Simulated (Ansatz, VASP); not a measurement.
ZrC: VASP beside Ansatz

Contents of INCAR:

```
ALGO = Normal
EDIFF = 1E-6
ENCUT = 520
GGA = PE
ISIF = 2
ISMEAR = 0
LASPH = True
LCHARG = False
LREAL = False
LWAVE = False
NBANDS = 15
NELM = 100
PREC = Accurate
SIGMA = 0.05
```

File KPOINTS:

```
k-points
0
Gamma
  12 12 12
```

POSCAR

```
ZrC
1.0
    3.2492307397     -0.0149910808     -0.0028089736
   -1.6375980266      2.8161692648      0.0228307105
   -0.0025256319      0.0222452557      2.9258699301
Zr C
1 1
Direct
    0.0055796503      0.0414201332     -0.0815053628
    0.6610870164      0.2919132001      0.5815053628
```

Input for Ansatz:

```yaml
crystal:
  lattice:
    - [3.2492307397, -0.0149910808, -0.0028089736]
    - [-1.6375980266, 2.8161692648, 0.0228307105]
    - [-0.0025256319, 0.0222452557, 2.9258699301]
  atoms:
    - { symbol: Zr, position: [0.0055796503, 0.0414201332, -0.0815053628] }
    - { symbol: C, position: [0.6610870164, 0.2919132001, 0.5815053628] }
basis:
  ecutwfc: 420
  ecutrho_ratio: 4
kpoints:
  mp_grid: { grid: [12, 12, 12] }
hamiltonian:
  xc: pbe
scf:
  occupations: { method: gaussian, width: 0.05 }
output:
  forces: true
  stress: true
  eigenvalues: true
```

Change from the starting cell: all atoms moved at random (sigma 0.15 Å), cell strained at random (1 %).

Alike in both runs: task single point; functional PBE; k mesh 12 × 12 × 12; occupations gaussian, width 0.05 eV; no spin polarisation.

```csv
,VASP,Ansatz
version,VASP 6.6.1,Ansatz 0.2.0
potentials or method,"VASP PAW PBE potentials, release 64 (Zr_sv, C), cutoff 520 eV","scalar-relativistic, plane waves, PAW"
valence electrons in the cell,16,16
```

```csv
,VASP,Ansatz,Ansatz less VASP
gap on the k mesh at the Fermi level (eV),none,none,-
pressure (GPa),25.4,25.1,-0.29
"traceless stress, the component that is largest in VASP (GPa)",13.74,13.58,-0.166
rms of the force components (eV/Å),2.393,2.370,-0.0231
```

Atom by atom the forces differ by 0.023 eV/Å (rms over components). A gap of «none» marks a metal or a gap that the smearing closes.
